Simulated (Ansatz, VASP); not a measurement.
# WSe2 in VASP and in Ansatz

```xyz
12
Lattice="3.3178 0.0000 0.0000 -1.6589 2.8733 0.0000 0.0000 0.0000 36.4183" Properties=species:S:1:pos:R:3 pbc="T T T"
W     1.6589    0.9578   32.6306
W     1.6589    0.9578   11.3998
W     0.0000    1.9156   25.0185
W     0.0000    1.9156    3.7877
Se    0.0000    1.9156   34.3099
Se    0.0000    1.9156   13.0789
Se    1.6589    0.9578   26.6979
Se    1.6589    0.9578    5.4670
Se    0.0000    1.9156   30.9514
Se    0.0000    1.9156    9.7204
Se    1.6589    0.9578   23.3394
Se    1.6589    0.9578    2.1084
```

Alike in both runs: functional PBE; k mesh 12 × 12 × 1; occupations gaussian, width 0.02 eV; no spin polarisation.

Ansatz relaxed the structure, and its values are those at the end. VASP's run is a single point on that final structure, the one shown.

```csv
,VASP,Ansatz
version,VASP 6.6.1,Ansatz 0.2.0
potentials or method,"VASP PAW PBE potentials, release 64 (W_sv, Se), cutoff 520 eV","scalar-relativistic, plane waves, PAW"
valence electrons in the cell,104,184
```

```tsv
	VASP	Ansatz	Ansatz less VASP
gap on the k mesh at the Fermi level (eV)	1.50	1.50	-0.001
least direct gap on the mesh (eV)	1.54	1.54	+0.003
rms of the force components (eV/Å)	0.021	0.000	-0.0205
```

With one functional, cell and mesh, what is left measures potentials, basis and numerics. VASP's potentials hold 104 valence electrons a cell and Ansatz's 184, so a difference there can come from the potentials and not from the codes. Ansatz's warnings: stress scf threshold loose.

Spin-orbit coupling is off throughout.
